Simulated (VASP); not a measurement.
Input of a VASP 6.6.1 run:

File POSCAR:

```
MgO
1.0
    3.4863778627      0.0000000000      0.0000000000
   -1.7431889314      3.0192917963      0.0000000000
    0.0000000000      0.0000000000      4.1780412200
Mg O
2 2
Direct
    0.6862575638      0.3476748654      0.7603640122
    0.3529242305      0.6810081988      0.2603640122
    0.6666666667      0.3333333333      0.2500000000
    0.3333333333      0.6666666667      0.7500000000
```

Contents of INCAR.step1:

```
SYSTEM = MgO
PREC = Accurate
ENCUT = 520
ISMEAR = 1
SIGMA = 0.02
LREAL = .FALSE.
LASPH = .TRUE.
NELM = 80
NBANDS = 16
GGA = PE
ALGO = Normal
EDIFF = 1E-4
LWAVE = .TRUE.
LCHARG = .FALSE.
```

Contents of INCAR.step2:

```
SYSTEM = MgO
PREC = Accurate
ENCUT = 520
EDIFF = 1E-6
ISMEAR = 1
SIGMA = 0.02
LREAL = .FALSE.
LASPH = .TRUE.
NELM = 80
ALGO = Normal
ISIF = 2
LWAVE = .FALSE.
LCHARG = .FALSE.
METAGGA = R2SCAN
LMIXTAU = .TRUE.
NBANDS = 16
ISTART = 1
```

File KPOINTS:

```
Automatic mesh
0
G
  6 6 6
  0 0 0
```

Potentials or basis: VASP PAW PBE potentials, release 64 (Mg, O).

The run is started by

```sh
$ cat potpaw_PBE.64/Mg/POTCAR potpaw_PBE.64/O/POTCAR > POTCAR
$ cp INCAR.step1 INCAR
$ mpirun -np 1 vasp_std > vasp.out
$ cp INCAR.step2 INCAR
$ mpirun -np 1 vasp_std > vasp.out
```

Q: Estimate the pressure.

A: -0.2 GPa.

Q: Predict the band gap on the k mesh.

A: 4.08 eV.

Forces on the atoms (eV/Å):
```
Mg  -0.456 -0.398 -0.234
Mg  -0.339 -0.399 -0.234
O    0.339  0.398  0.234
O    0.455  0.399  0.234
```

Caveat: the cell differs from its parent crystal (all Mg atoms moved +0.075 Å, as atom 1 along Cartesian [1 1 1]); the PAW data sets were made with another functional, which shifts forces and pressure a little.
